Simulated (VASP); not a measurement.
# AlRu (AlRu (110), 3 layers) in VASP: notebook

The runs below take AlRu (AlRu (110), 3 layers) through single point, with LDA.

All numbers are computed with VASP 6.6.1; they aren't measurements. Logs are shortened: lines on timing, memory, paths and dates and some standing lists are left out, and cuts for length are marked.

## 1. The cell of the first run

The cell holds a slab with vacuum, 6 atoms: a = 2.954 Å, b = 4.177 Å, c = 20.177 Å, α = 90.00°, β = 90.00°, γ = 90.00°.

## 2. Single point, LDA

File INCAR:

```
SYSTEM = AlRu
ALGO = Normal
DIPOL = 0.5 0.5 0.500
EDIFF = 1E-6
ENCUT = 520
IDIPOL = 3
ISIF = 2
ISMEAR = -1
LASPH = .TRUE.
LCHARG = .FALSE.
LDIPOL = .TRUE.
LREAL = .FALSE.
LWAVE = .FALSE.
NBANDS = 34
NELM = 100
PREC = Accurate
SIGMA = 0.05
```

File KPOINTS:

```
k-points
0
G
  12 9 1
  0 0 0
```

File POSCAR:

```
AlRu
1.0
    2.9535694198      0.0000000000      0.0000000000
    0.0000000000      4.1769779308      0.0000000000
    0.0000000000      0.0000000000     20.1770000000
Ru Al
3 3
Direct
    0.7500000000      0.2500000000      0.3964916011
    0.7500000000      0.7500000000      0.5000000000
    0.7500000000      0.2500000000      0.6035083989
    0.2500000000      0.7500000000      0.3964916011
    0.2500000000      0.2500000000      0.5000000000
    0.2500000000      0.7500000000      0.6035083989
```

Potentials or basis: VASP PAW LDA potentials, release 64 (Ru_pv, Al).

Run with:

```console
$ cat potpaw_LDA.64/Ru_pv/POTCAR potpaw_LDA.64/Al/POTCAR > POTCAR
$ mpirun -np 1 vasp_std > vasp.out
```

OUTCAR:

```text
SYSTEM = AlRu
   EDIFF = 1E-6
   ENCUT = 520
   ISIF = 2
   ISMEAR = -1
   LASPH = .TRUE.
   LREAL = .FALSE.
   NELM = 100
   PREC = Accurate

 ion  position               nearest neighbor table
   1  0.750  0.250  0.396-   5 2.56   5 2.56   4 2.56   4 2.56   4 2.56   4 2.56   2 2.95   2 2.95

   2  0.750  0.750  0.500-   4 2.56   6 2.56   4 2.56   6 2.56   5 2.56   5 2.56   5 2.56   5 2.56
                             1 2.95   1 2.95   3 2.95   3 2.95
   3  0.750  0.250  0.604-   5 2.56   5 2.56   6 2.56   6 2.56   6 2.56   6 2.56   2 2.95   2 2.95

   4  0.250  0.750  0.396-   2 2.56   2 2.56   1 2.56   1 2.56   1 2.56   1 2.56   5 2.95   5 2.95

   5  0.250  0.250  0.500-   1 2.56   3 2.56   1 2.56   3 2.56   2 2.56   2 2.56   2 2.56   2 2.56
                             6 2.95   4 2.95   4 2.95   6 2.95
   6  0.250  0.750  0.604-   2 2.56   2 2.56   3 2.56   3 2.56   3 2.56   3 2.56   5 2.95   5 2.95

  LATTYP: Found a simple orthorhombic cell.
 ALAT       =     2.9535694198
 B/A-ratio  =     1.4142135623
 C/A-ratio  =     6.8313952145

  Lattice vectors:

 A1 = (   2.9535694198,   0.0000000000,   0.0000000000)
 A2 = (   0.0000000000,   4.1769779308,   0.0000000000)
 A3 = (   0.0000000000,   0.0000000000,  20.1770000000)

Analysis of symmetry for initial positions (statically):
=====================================================================
 Subroutine PRICEL returns:
 Original cell was already a primitive cell.

 Routine SETGRP: Setting up the symmetry group for a
 simple orthorhombic supercell.

 Subroutine GETGRP returns: Found  8 space group operations
 (whereof  2 operations were pure point group operations)
 out of a pool of  8 trial point group operations.

The static configuration has the point symmetry C_1h.
 The point group associated with its full space group is D_2h.

Analysis of symmetry for dynamics (positions and initial velocities):
=====================================================================
 Subroutine PRICEL returns:
 Original cell was already a primitive cell.

 Routine SETGRP: Setting up the symmetry group for a
 simple orthorhombic supercell.

 Subroutine GETGRP returns: Found  8 space group operations
 (whereof  2 operations were pure point group operations)
 out of a pool of  8 trial point group operations.

The dynamic configuration has the point symmetry C_1h.
 The point group associated with its full space group is D_2h.

 Subroutine INISYM returns: Found  8 space group operations
 (whereof  2 operations are pure point group operations),
 and found     1 'primitive' translations

----------------------------------------------------------------------------------------

                                     Primitive cell

  volume of cell :     248.9235

  direct lattice vectors                    reciprocal lattice vectors
     2.953569420  0.000000000  0.000000000     0.338573386  0.000000000  0.000000000
     0.000000000  4.176977931  0.000000000     0.000000000  0.239407537  0.000000000
     0.000000000  0.000000000 20.177000000     0.000000000  0.000000000  0.049561382

  length of vectors
     2.953569420  4.176977931 20.177000000     0.338573386  0.239407537  0.049561382

  position of ions in fractional coordinates (direct lattice)
     0.750000000  0.250000000  0.396491601
     0.750000000  0.750000000  0.500000000
     0.750000000  0.250000000  0.603508399
     0.250000000  0.750000000  0.396491601
     0.250000000  0.250000000  0.500000000
     0.250000000  0.750000000  0.603508399

  ion indices of the primitive-cell ions
   primitive index   ion index
                 1           1
                 2           2
                 3           3
                 4           4
                 5           5
                 6           6

----------------------------------------------------------------------------------------

 KPOINTS: k-points

Automatic generation of k-mesh.
 Grid dimensions read from file:
 generate k-points for:   12    9    1

 Generating k-lattice:

  Cartesian coordinates                     Fractional coordinates (reciprocal lattice)
     0.028214449  0.000000000  0.000000000     0.083333333  0.000000000  0.000000000
     0.000000000  0.026600837  0.000000000     0.000000000  0.111111111  0.000000000
     0.000000000  0.000000000  0.049561382     0.000000000  0.000000000  1.000000000

  Length of vectors
     0.028214449  0.026600837  0.049561382

  Shift w.r.t. Gamma in fractional coordinates (k-lattice)
     0.000000000  0.000000000  0.000000000

 Subroutine IBZKPT returns following result:
 ===========================================

 Found     35 irreducible k-points:

 Following reciprocal coordinates:
            Coordinates               Weight
  0.000000  0.000000  0.000000      1.000000
  0.083333  0.000000  0.000000      2.000000
  0.166667  0.000000  0.000000      2.000000
  0.250000  0.000000  0.000000      2.000000
  0.333333  0.000000  0.000000      2.000000
  0.416667  0.000000  0.000000      2.000000
[... 16 lines left out ...]
  0.083333  0.333333  0.000000      4.000000
  0.166667  0.333333  0.000000      4.000000
 [... further k-points ...]
   k-points           NKPTS =     35   k-points in BZ     NKDIM =     35   number of bands    NBANDS=     34
   number of dos      NEDOS =    301   number of ions     NIONS =      6
   total plane-waves  NPLWV = 115200
   dimension x,y,z NGX =    24 NGY =   32 NGZ =  150
   dimension x,y,z NGXF=    48 NGYF=   64 NGZF=  300
   ions per type =               3   3
   NGX,Y,Z   is equivalent  to a cutoff of  13.51, 12.74, 12.36 a.u.
   NGXF,Y,Z  is equivalent  to a cutoff of  27.02, 25.47, 24.72 a.u.
 SYSTEM =  AlRu
   PREC   = accura    normal or accurate (medium, high low for compatibility)
   ISTART =      0    job   : 0-new  1-cont  2-samecut
   ICHARG =      2    charge: 1-file 2-atom 10-const
   ISPIN  =      1    spin polarized calculation?
   LNONCOLLINEAR =      F non collinear calculations
   LSORBIT =      F    spin-orbit coupling
   LASPH  =      T    aspherical Exc in radial PAW
   ENCUT  =  520.0 eV  38.22 Ry    6.18 a.u.   5.49  7.77 37.52*2*pi/ulx,y,z
   NELM   =    100;   NELMIN=  2; NELMDL= -5     # of ELM steps
   EDIFF  = 0.1E-05   stopping-criterion for ELM
   LREAL  =      F    real-space projection
   EDIFFG = 0.1E-04   stopping-criterion for IOM
   NSW    =      0    number of steps for IOM
   IBRION =     -1    ionic relax: 0-MD 1-quasi-New 2-CG
   NFREE  =      0    steps in history (QN), initial steepest desc. (CG)
   ISIF   =      2    stress and relaxation
   ISYM   =      2    0-nonsym 1-usesym 2-fastsym
   POTIM  = 0.5000    time-step for ionic-motion
   TEBEG  =    0.0;   TEEND  =   0.0 temperature during run
   PSTRESS=    0.0 pullay stress
   NELECT =      51.0000    total number of electrons
   NUPDOWN=      -1.0000    fix difference up-down
   EMIN   =  10.00;   EMAX   =-10.00  energy-range for DOS
   EFERMI =   0.00;   METHOD = LEGACY
   ISMEAR =    -1;   SIGMA  =   0.05  broadening in eV -4-tet -1-fermi 0-gaus
   EFERMI_NEDOS =   21; number of points for ismear=-14 and -15
   IALGO  =     38    algorithm
   IMIX   =      4    mixing-type and parameters
     AMIX     =   0.40;   BMIX     =  1.00
     AMIX_MAG =   1.60;   BMIX_MAG =  1.00
  volume/ion in A,a.u.               =      41.49       279.97
  Fermi-wavevector in a.u.,A,eV,Ry     =   0.965109  1.823791 12.672940  0.931435
  Thomas-Fermi vector in A             =   2.094797
   LORBIT       =      0    0 simple, 1 ext, 2 COOP (PROOUT), +10 PAW based schemes
   GGA     = CA    functional components
   LHFCALC =     F    Hartree Fock is set to
   AEXX    =    0.0000 exact exchange contribution
   IVDW    =     0    specifies the selected vdW correction
   LEPSILON=     F    determine dielectric tensor
   LRPA    =     F    only Hartree local field effects (RPA)
 non-spin polarized calculation
  energy-cutoff  :      520.00
  volume of cell :      248.92
 maximum number of plane-waves:      6761
 NGX is ok and might be reduce to    24
   NGX = 11   NGY = 15   NGZ = 75

 dipolmoment           0.000000      0.000000      0.000000 electrons x Angstroem

 number of electron      50.9999999 magnetization

 dipolmoment           0.000000      0.000000     -0.000000 electrons x Angstroem

 Free energy of the ion-electron system (eV)
  ---------------------------------------------------
  ext. energy  EPLUGINS =         0.00000000
  ---------------------------------------------------
  free energy    TOTEN  =       -44.52768448 eV

  energy without entropy =      -44.48438995  energy(sigma->0) =      -44.50603722

 E-fermi :   0.1034     XC(G=0):  -5.0941

 val. band max:        0.1026745925   @ k =   0.3333   0.2222   0.0000
 cond. band min:       0.1097758623   @ k =   0.0000   0.0000   0.0000
 fundamental gap:      0.0071012699
 Fermi energy:         0.1034183978

 k-point     1 :       0.0000    0.0000    0.0000
  band No.  band energies     occupation
      1     -41.7339      2.00000
      2     -41.6986      2.00000
      3     -41.5685      2.00000
      4     -41.5191      2.00000
      5     -41.4846      2.00000
      6     -41.4688      2.00000
[... 26 lines left out ...]
     33       5.1815      0.00000
     34       5.6026      0.00000

 k-point     2 :       0.0833    0.0000    0.0000
  band No.  band energies     occupation
      1     -41.7322      2.00000
      2     -41.6968      2.00000
      3     -41.5848      2.00000
      4     -41.5176      2.00000
      5     -41.4831      2.00000
      6     -41.4673      2.00000
[... 26 lines left out ...]
     33       5.4543      0.00000
     34       5.6898      0.00000
[... 775 lines left out ...]
     33       5.4237      0.00000
     34       5.9179      0.00000

 k-point    24 :       0.1667    0.3333    0.0000
  band No.  band energies     occupation
      1     -41.7435      2.00000
      2     -41.6967      2.00000
      3     -41.6273      2.00000
      4     -41.5062      2.00000
      5     -41.4939      2.00000
      6     -41.4938      2.00000
[... 26 lines left out ...]
     33       5.7091      0.00000
     34       6.3242      0.00000

 [... further k-points ...]

------------------------ aborting loop because EDIFF is reached ----------------------------------------

 vacuum level on the upper side and lower side of the slab       (xc-potential included)        -0.110        -0.110

  FORCE on cell =-STRESS in cart. coord.  units (eV):
  Direction    XX          YY          ZZ          XY          YZ          ZX
  --------------------------------------------------------------------------------------
  -------------------------------------------------------------------------------------
  Total       -5.0462494     -5.6851639     -1.3918617      0.0000000      0.0000000      0.0000000
  in kB      -32.4797993    -36.5921237     -8.9586118      0.0000000      0.0000000      0.0000000
  external PRESSURE =     -26.0101783 kB  Pullay stress =       0.0000000 kB

 VOLUME and BASIS-vectors are now :
 -----------------------------------------------------------------------------
  energy-cutoff  :      520.00
  volume of cell :      248.92
      direct lattice vectors                 reciprocal lattice vectors
     2.953569420  0.000000000  0.000000000     0.338573386  0.000000000  0.000000000
     0.000000000  4.176977931  0.000000000     0.000000000  0.239407537  0.000000000
     0.000000000  0.000000000 20.177000000     0.000000000  0.000000000  0.049561382

 POSITION                                       TOTAL-FORCE (eV/Angst)
 -----------------------------------------------------------------------------------
      2.21518      1.04424      8.00001         0.000000      0.000000      0.311826
      2.21518      3.13273     10.08850         0.000000      0.000000      0.000000
      2.21518      1.04424     12.17699         0.000000      0.000000     -0.311826
      0.73839      3.13273      8.00001        -0.000000      0.000000      0.012668
      0.73839      1.04424     10.08850         0.000000      0.000000      0.000000
      0.73839      3.13273     12.17699        -0.000000      0.000000     -0.012668
 -----------------------------------------------------------------------------------
    total drift:                                0.000000     -0.000000     -0.000000

  FREE ENERGIE OF THE ION-ELECTRON SYSTEM (eV)
  ---------------------------------------------------
  free  energy   TOTEN  =       -44.5276844843 eV

  energy  without entropy=      -44.4843899468  energy(sigma->0) =      -44.50603722

 vacuum level on the upper side and lower side of the slab         5.040         5.040
```

Run time: 3.3 min. Hardware: 1 thread of Intel Xeon 6975P-C (Granite Rapids), shared host; peak memory 0.41 GiB.

Results:

- Free energy: -44.5277 eV
- Largest force: 0.312 eV/Å

Forces on the atoms (eV/Å):
```
Ru   0.000  0.000  0.312
Ru   0.000  0.000  0.000
Ru   0.000  0.000 -0.312
Al   0.000  0.000  0.013
Al   0.000  0.000  0.000
Al   0.000  0.000 -0.013
```

## 3. Single point, LDA

File INCAR:

```
SYSTEM = AlRu
PREC = Accurate
ENCUT = 520
EDIFF = 1E-6
ISMEAR = -1
SIGMA = 0.05
LREAL = .False.
LASPH = .True.
NELM = 60
ALGO = Normal
ISIF = 2
LWAVE = .False.
LCHARG = .True.
LDIPOL = .True.
IDIPOL = 3
DIPOL = 0.5 0.5 0.500
GGA = CA
LELF = .True.
LVHAR = .True.
LVACPOTAV = .True.
NBANDS = 34
```

File KPOINTS:

```
regular mesh
0
Gamma
  12 9 1
  0 0 0
```

POSCAR is that of step 2.

Potentials or basis: VASP PAW LDA potentials, release 64 (Ru_pv, Al).

Run with:

```console
$ cat potpaw_LDA.64/Ru_pv/POTCAR potpaw_LDA.64/Al/POTCAR > POTCAR
$ mpirun -np 1 vasp_std > vasp.out
```

It took 3.5 min on 1 thread of Intel Xeon 6975P-C (Granite Rapids), shared host; peak memory 0.41 GiB.

It converged, with:

```
Free energy   : -44.5277 eV
Largest force : 0.312 eV/Å
```

Forces on the atoms (eV/Å):
```
Ru   0.000  0.000  0.312
Ru   0.000  0.000  0.000
Ru   0.000  0.000 -0.312
Al   0.000  0.000  0.013
Al   0.000  0.000  0.000
Al   0.000  0.000 -0.013
```

Levels at points of the mesh, in eV from the Fermi level:
| k point | band 21 | band 22 | band 23 | band 24 | band 25 | band 26 | band 27 | band 28 | band 29 | band 30 |
| --- | --- | --- | --- | --- | --- | --- | --- | --- | --- | --- |
| (0.00, 0.00, 0.00) | -1.04 | -0.65 | -0.40 | -0.29 | -0.23 | -0.06 | 0.01 | 0.19 | 0.40 | 3.12 |
| (0.50, 0.00, 0.00) | -1.05 | -0.65 | -0.20 | -0.01 | 0.72 | 0.90 | 1.95 | 2.42 | 2.78 | 3.40 |
